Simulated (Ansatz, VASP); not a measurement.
**One calculation of LaO4, two programs**

File INCAR:

```
PREC = Accurate ; ENCUT = 600
EDIFF = 1E-6 ; ISMEAR = 0
SIGMA = 0.1 ; LREAL = F
LASPH = T ; NELM = 60
ALGO = Normal ; ISIF = 3
LWAVE = F ; LCHARG = F
GGA = PE ; IBRION = 2
NSW = 100 ; EDIFFG = -0.01
```

KPOINTS

```
regular mesh
0
Gamma
  12 12 10
```

File POSCAR:

```
LaO4
1.0
    4.2265826057      0.0000000000      0.0000000000
   -2.1132913028      3.6603279077      0.0000000000
    0.0000000000      0.0000000000      3.8478217403
La O
1 4
Direct
    0.0000000000      0.0000000000      0.5000000000
    0.3333333333      0.6666666667      0.1814378732
    0.3333333333      0.6666666667      0.8185621268
    0.6666666667      0.3333333333      0.8185621268
    0.6666666667      0.3333333333      0.1814378732
```

Input for Ansatz:

```yaml
crystal:
  lattice:
    - [4.2265826057, 0.0, 0.0]
    - [-2.1132913028, 3.6603279077, 0.0]
    - [0.0, 0.0, 3.8478217403]
  atoms:
    - { symbol: La, position: [0.0, 0.0, 0.5] }
    - { symbol: O, position: [0.3333333333, 0.6666666667, 0.1814378732] }
    - { symbol: O, position: [0.3333333333, 0.6666666667, 0.8185621268] }
    - { symbol: O, position: [0.6666666667, 0.3333333333, 0.8185621268] }
    - { symbol: O, position: [0.6666666667, 0.3333333333, 0.1814378732] }
basis:
  ecutwfc: 420
kpoints:
  mp_grid: { grid: [12, 12, 10] }
hamiltonian:
  xc: pbe
scf:
  occupations: { method: gaussian, width: 0.1 }
output:
  forces: true
  stress: true
  eigenvalues: true
relax:
  adjacent_minimum: "off"
  f_tol: 0.01
  max_steps: 80
  cell: { stress_tol: 0.05 }
```

Alike in both runs: task relaxation of cell and atoms; functional PBE; k mesh 12 × 12 × 10; occupations gaussian, width 0.1 eV; no spin polarisation.

|  | VASP | Ansatz |
| --- | --- | --- |
| version | VASP 6.6.1 | Ansatz 0.2.0 |
| potentials or method | VASP PAW PBE potentials, release 64 (La, O), cutoff 600 eV | scalar-relativistic, plane waves, PAW |
| valence electrons in the cell | 35 | 35 |

```csv
,VASP,Ansatz,Ansatz less VASP
"gap on the k mesh at the Fermi level, each at its own relaxed structure (eV)",none,none,-
relaxed volume (Å³/atom),11.86,11.89,+0.038
relaxed cell length with the largest relative difference (Å),4.222,4.227,+0.0048
```

A gap of «none» marks a metal or a gap that the smearing closes.

Neither program's run includes spin-orbit coupling.
